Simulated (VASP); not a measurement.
# TmSb2Cl2 (P4/mmm) in VASP: a series of runs, part 2 of 3

VASP 6.6.1. Earlier steps stand in the parts before.

## 3. Single point, PBE

This run uses another cell than the first one, of 31.02 Å³/atom.

INCAR reads:

```
PREC = Accurate ; ENCUT = 500
EDIFF = 1E-6 ; ISMEAR = 0
SIGMA = 0.1 ; LREAL = False
LASPH = True ; NELM = 200
ALGO = Normal ; ISIF = 2
LWAVE = False ; LCHARG = False
GGA = PE ; NBANDS = 24
GGA_COMPAT = False ; LMAXMIX = 6
```

KPOINTS reads:

```
regular mesh
0
Gamma
  4 4 4
```

POSCAR reads:

```
TmSb2Cl2
1.0
    4.8536531200      0.0000000000      0.0000000000
    0.0000000000      4.8536531200      0.0000000000
    0.0000000000      0.0000000000      6.5838375500
Tm Sb Cl
1 2 2
Direct
    0.0000000000      0.0000000000      0.0000000000
    0.5000000000      0.5000000000      0.2399999900
    0.5000000000      0.5000000000      0.7600000100
    0.0000000000      0.5000000000      0.5000000000
    0.5000000000      0.0000000000      0.5000000000
```

Potentials or basis: VASP PAW PBE potentials, release 64 (Tm_3, Sb, Cl), 4f in core.

The run is started by

```
$ cat potpaw_PBE.64/Tm_3/POTCAR potpaw_PBE.64/Sb/POTCAR potpaw_PBE.64/Cl/POTCAR > POTCAR
$ mpirun -np 1 vasp_std > vasp.out
```

OUTCAR:

```text
PREC = Accurate
   ENCUT = 500
   EDIFF = 1E-6
   ISMEAR = 0
   LREAL = False
   LASPH = True
   NELM = 200
   ISIF = 2
   GGA = PE

 ion  position               nearest neighbor table
   1  0.000  0.000  0.000-   2 3.78   3 3.78   2 3.78   3 3.78   2 3.78   3 3.78   2 3.78   3 3.78

   2  0.500  0.500  0.240-   4 2.97   5 2.97   5 2.97   4 2.97   3 3.16   3 3.42   1 3.78   1 3.78
                             1 3.78   1 3.78
   3  0.500  0.500  0.760-   4 2.97   5 2.97   5 2.97   4 2.97   2 3.16   2 3.42   1 3.78   1 3.78
                             1 3.78   1 3.78
   4  0.000  0.500  0.500-   2 2.97   3 2.97   2 2.97   3 2.97
   5  0.500  0.000  0.500-   2 2.97   3 2.97   2 2.97   3 2.97

  LATTYP: Found a simple tetragonal cell.
 ALAT       =     4.8536531200
 C/A-ratio  =     1.3564705568

  Lattice vectors:

 A1 = (   4.8536531200,   0.0000000000,   0.0000000000)
 A2 = (   0.0000000000,   4.8536531200,   0.0000000000)
 A3 = (   0.0000000000,   0.0000000000,   6.5838375500)

Analysis of symmetry for initial positions (statically):
=====================================================================
 Subroutine PRICEL returns:
 Original cell was already a primitive cell.

 Routine SETGRP: Setting up the symmetry group for a
 simple tetragonal supercell.

 Subroutine GETGRP returns: Found 16 space group operations
 (whereof 16 operations were pure point group operations)
 out of a pool of 16 trial point group operations.

The static configuration has the point symmetry D_4h.

Analysis of symmetry for dynamics (positions and initial velocities):
=====================================================================
 Subroutine PRICEL returns:
 Original cell was already a primitive cell.

 Routine SETGRP: Setting up the symmetry group for a
 simple tetragonal supercell.

 Subroutine GETGRP returns: Found 16 space group operations
 (whereof 16 operations were pure point group operations)
 out of a pool of 16 trial point group operations.

The dynamic configuration has the point symmetry D_4h.

 Subroutine INISYM returns: Found 16 space group operations
 (whereof 16 operations are pure point group operations),
 and found     1 'primitive' translations

----------------------------------------------------------------------------------------

                                     Primitive cell

  volume of cell :     155.1017

  direct lattice vectors                    reciprocal lattice vectors
     4.853653120  0.000000000  0.000000000     0.206030381  0.000000000  0.000000000
     0.000000000  4.853653120  0.000000000     0.000000000  0.206030381  0.000000000
     0.000000000  0.000000000  6.583837550     0.000000000  0.000000000  0.151887101

  length of vectors
     4.853653120  4.853653120  6.583837550     0.206030381  0.206030381  0.151887101

  position of ions in fractional coordinates (direct lattice)
     0.000000000  0.000000000  0.000000000
     0.500000000  0.500000000  0.239999990
     0.500000000  0.500000000  0.760000010
     0.000000000  0.500000000  0.500000000
     0.500000000  0.000000000  0.500000000

  ion indices of the primitive-cell ions
[... 29 lines left out ...]
 ===========================================

 Found     18 irreducible k-points:

 Following reciprocal coordinates:
            Coordinates               Weight
  0.000000  0.000000  0.000000      1.000000
  0.250000  0.000000  0.000000      4.000000
  0.500000  0.000000  0.000000      2.000000
  0.250000  0.250000  0.000000      4.000000
  0.500000  0.250000  0.000000      4.000000
  0.500000  0.500000  0.000000      1.000000
[... 10 lines left out ...]
  0.500000  0.250000  0.500000      4.000000
  0.500000  0.500000  0.500000      1.000000
   k-points           NKPTS =     18   k-points in BZ     NKDIM =     18   number of bands    NBANDS=     24
   number of dos      NEDOS =    301   number of ions     NIONS =      5
   total plane-waves  NPLWV =  62208
   dimension x,y,z NGX =    36 NGY =   36 NGZ =   48
   dimension x,y,z NGXF=    72 NGYF=   72 NGZF=   96
   ions per type =               1   2   2
   NGX,Y,Z   is equivalent  to a cutoff of  12.33, 12.33, 12.12 a.u.
   NGXF,Y,Z  is equivalent  to a cutoff of  24.66, 24.66, 24.24 a.u.
 SYSTEM =  unknown system
   PREC   = accura    normal or accurate (medium, high low for compatibility)
   ISTART =      0    job   : 0-new  1-cont  2-samecut
   ICHARG =      2    charge: 1-file 2-atom 10-const
   ISPIN  =      1    spin polarized calculation?
   LNONCOLLINEAR =      F non collinear calculations
   LSORBIT =      F    spin-orbit coupling
   LASPH  =      T    aspherical Exc in radial PAW
   ENCUT  =  500.0 eV  36.75 Ry    6.06 a.u.   8.85  8.85 12.00*2*pi/ulx,y,z
   NELM   =    200;   NELMIN=  2; NELMDL= -5     # of ELM steps
   EDIFF  = 0.1E-05   stopping-criterion for ELM
   LREAL  =      F    real-space projection
   EDIFFG = 0.1E-04   stopping-criterion for IOM
   NSW    =      0    number of steps for IOM
   IBRION =     -1    ionic relax: 0-MD 1-quasi-New 2-CG
   NFREE  =      0    steps in history (QN), initial steepest desc. (CG)
   ISIF   =      2    stress and relaxation
   ISYM   =      2    0-nonsym 1-usesym 2-fastsym
   POTIM  = 0.5000    time-step for ionic-motion
   TEBEG  =    0.0;   TEEND  =   0.0 temperature during run
   PSTRESS=    0.0 pullay stress
   NELECT =      33.0000    total number of electrons
   NUPDOWN=      -1.0000    fix difference up-down
   EMIN   =  10.00;   EMAX   =-10.00  energy-range for DOS
   EFERMI =   0.00;   METHOD = LEGACY
   ISMEAR =     0;   SIGMA  =   0.10  broadening in eV -4-tet -1-fermi 0-gaus
   EFERMI_NEDOS =   21; number of points for ismear=-14 and -15
   IALGO  =     38    algorithm
   IMIX   =      4    mixing-type and parameters
     AMIX     =   0.40;   BMIX     =  1.00
     AMIX_MAG =   1.60;   BMIX_MAG =  1.00
  volume/ion in A,a.u.               =      31.02       209.34
  Fermi-wavevector in a.u.,A,eV,Ry     =   0.977329  1.846883 12.995894  0.955171
  Thomas-Fermi vector in A             =   2.108017
   LORBIT       =      0    0 simple, 1 ext, 2 COOP (PROOUT), +10 PAW based schemes
   GGA     = PE    functional components
   LHFCALC =     F    Hartree Fock is set to
   AEXX    =    0.0000 exact exchange contribution
   IVDW    =     0    specifies the selected vdW correction
   LEPSILON=     F    determine dielectric tensor
   LRPA    =     F    only Hartree local field effects (RPA)
 non-spin polarized calculation
 Gauss-broadening in eV      SIGMA  =   0.10
  energy-cutoff  :      500.00
  volume of cell :      155.10
 maximum number of plane-waves:      3984
 NGX is ok and might be reduce to    36
   NGX = 17   NGY = 17   NGZ = 25

 number of electron      33.0000008 magnetization

 Free energy of the ion-electron system (eV)
  ---------------------------------------------------
  ext. energy  EPLUGINS =         0.00000000
  ---------------------------------------------------
  free energy    TOTEN  =       -16.44414045 eV

  energy without entropy =      -16.41773871  energy(sigma->0) =      -16.43093958

 E-fermi :   4.2338     XC(G=0):  -8.8746

 val. band max:        4.2007140950   @ k =   0.2500   0.2500   0.2500
 cond. band min:       4.2374457593   @ k =   0.0000   0.0000   0.0000
 fundamental gap:      0.0367316643
 Fermi energy:         4.2338462888

 k-point     1 :       0.0000    0.0000    0.0000
  band No.  band energies     occupation
      1     -23.6969      2.00000
      2     -23.4399      2.00000
      3     -23.4399      2.00000
      4     -11.8354      2.00000
      5     -10.9337      2.00000
      6      -5.2439      2.00000
[... 475 lines left out ...]
     23       6.8673      0.00000
     24       6.8958      0.00000

------------------------ aborting loop because EDIFF is reached ----------------------------------------

  FORCE on cell =-STRESS in cart. coord.  units (eV):
  Direction    XX          YY          ZZ          XY          YZ          ZX
  --------------------------------------------------------------------------------------
  -------------------------------------------------------------------------------------
  Total       -2.8204793     -2.8204793     -2.7396270      0.0000000      0.0000000      0.0000000
  in kB      -29.1351279    -29.1351279    -28.2999352      0.0000000      0.0000000      0.0000000
  external PRESSURE =     -28.8567303 kB  Pullay stress =       0.0000000 kB

 VOLUME and BASIS-vectors are now :
 -----------------------------------------------------------------------------
  energy-cutoff  :      500.00
  volume of cell :      155.10
      direct lattice vectors                 reciprocal lattice vectors
     4.853653120  0.000000000  0.000000000     0.206030381  0.000000000  0.000000000
     0.000000000  4.853653120  0.000000000     0.000000000  0.206030381  0.000000000
     0.000000000  0.000000000  6.583837550     0.000000000  0.000000000  0.151887101

 POSITION                                       TOTAL-FORCE (eV/Angst)
 -----------------------------------------------------------------------------------
      0.00000      0.00000      0.00000        -0.000000     -0.000000      0.000000
      2.42683      2.42683      1.58012         0.000000     -0.000000     -1.620104
      2.42683      2.42683      5.00372        -0.000000      0.000000      1.620104
      0.00000      2.42683      3.29192        -0.000000     -0.000000      0.000000
      2.42683      0.00000      3.29192        -0.000000     -0.000000      0.000000
 -----------------------------------------------------------------------------------
    total drift:                                0.000000     -0.000000      0.000000

  FREE ENERGIE OF THE ION-ELECTRON SYSTEM (eV)
  ---------------------------------------------------
  free  energy   TOTEN  =       -16.4441404525 eV

  energy  without entropy=      -16.4177387084  energy(sigma->0) =      -16.43093958
```

OSZICAR:

```text
N       E                     dE             d eps       ncg     rms          rms(c)
DAV:   1     0.242265002098E+03    0.24227E+03   -0.12069E+04   864   0.111E+03
DAV:   2     0.168702728879E+02   -0.22539E+03   -0.21430E+03  1144   0.303E+02
DAV:   3    -0.157060442773E+02   -0.32576E+02   -0.31388E+02  1224   0.869E+01
DAV:   4    -0.175769100547E+02   -0.18709E+01   -0.18465E+01  1232   0.260E+01
DAV:   5    -0.176224774993E+02   -0.45567E-01   -0.45475E-01  1200   0.364E+00    0.121E+01
DAV:   6    -0.164934901577E+02    0.11290E+01   -0.19970E+00  1352   0.653E+00    0.747E+00
DAV:   7    -0.164499254888E+02    0.43565E-01   -0.53402E-01  1248   0.322E+00    0.280E+00
DAV:   8    -0.164509818965E+02   -0.10564E-02   -0.13924E-01  1184   0.176E+00    0.709E-01
DAV:   9    -0.164478299172E+02    0.31520E-02   -0.73507E-02  1336   0.130E+00    0.347E-01
DAV:  10    -0.164441679127E+02    0.36620E-02   -0.85072E-03  1272   0.452E-01    0.184E-01
DAV:  11    -0.164441361781E+02    0.31735E-04   -0.28515E-03  1424   0.265E-01    0.737E-02
DAV:  12    -0.164441237348E+02    0.12443E-04   -0.25511E-04  1216   0.816E-02    0.391E-02
DAV:  13    -0.164441402348E+02   -0.16500E-04   -0.35055E-05   976   0.296E-02    0.882E-03
DAV:  14    -0.164441404525E+02   -0.21773E-06   -0.23875E-06   976   0.770E-03
   1 F= -.16444140E+02 E0= -.16430940E+02  d E =-.264017E-01
```

stdout:

```text
POSCAR found type information on POSCAR TmSbCl
 POSCAR found :  3 types and       5 ions
 scaLAPACK will be used
 LDA part: xc-table for (Slater+PW92), standard interpolation
 POSCAR, INCAR and KPOINTS ok, starting setup
 FFT: planning ... GRIDC
 FFT: planning ... GRID_SOFT
 FFT: planning ... GRID
 WAVECAR not read
 entering main loop
```

Wall time 29 s (1 thread of Intel Xeon 6975P-C (Granite Rapids), shared host); peak memory 0.27 GiB.

What came out:

- Free energy: -16.4441 eV
- Pressure: -2.9 GPa
- Largest force: 1.620 eV/Å
- Band gap on the k mesh: zero (an odd number of electrons rules out a gap without spin polarisation)

Forces on the atoms (eV/Å):
```
Tm   0.000  0.000  0.000
Sb   0.000  0.000 -1.620
Sb   0.000  0.000  1.620
Cl   0.000  0.000  0.000
Cl   0.000  0.000  0.000
```

Levels at points of the mesh, in eV from the Fermi level:
```csv
k point,band 13,band 14,band 15,band 16,band 17,band 18,band 19,band 20
"(0.00, 0.00, 0.00)",-2.78,-2.78,-0.68,-0.68,0.00,0.08,0.08,0.11
"(0.50, 0.00, 0.00)",-3.25,-2.79,-0.72,-0.58,0.09,1.10,1.16,1.19
"(0.50, 0.50, 0.00)",-2.22,-2.22,-2.18,0.17,0.30,0.45,0.45,1.68
"(0.00, 0.00, 0.50)",-2.78,-1.33,-1.33,-1.14,-0.25,0.44,0.63,0.63
"(0.50, 0.00, 0.50)",-3.46,-1.73,-1.70,-0.51,-0.37,0.56,0.97,1.35
"(0.50, 0.50, 0.50)",-2.18,-1.22,-1.22,-1.18,-0.55,-0.55,-0.52,1.58
```

Caveat: spin-orbit coupling is left out, which moves the levels of the heavy elements; the 4f electrons are frozen in the core, so they carry no moment and show no levels; an odd number of electrons without spin polarisation forces a metal; a magnetic or distorted state may lie lower; the run has no spin polarisation, though such a crystal can be magnetic.

(Part 2 of 3 ends here.)

The gap in the log of VASP goes by the Fermi energy; the results here count the filled bands.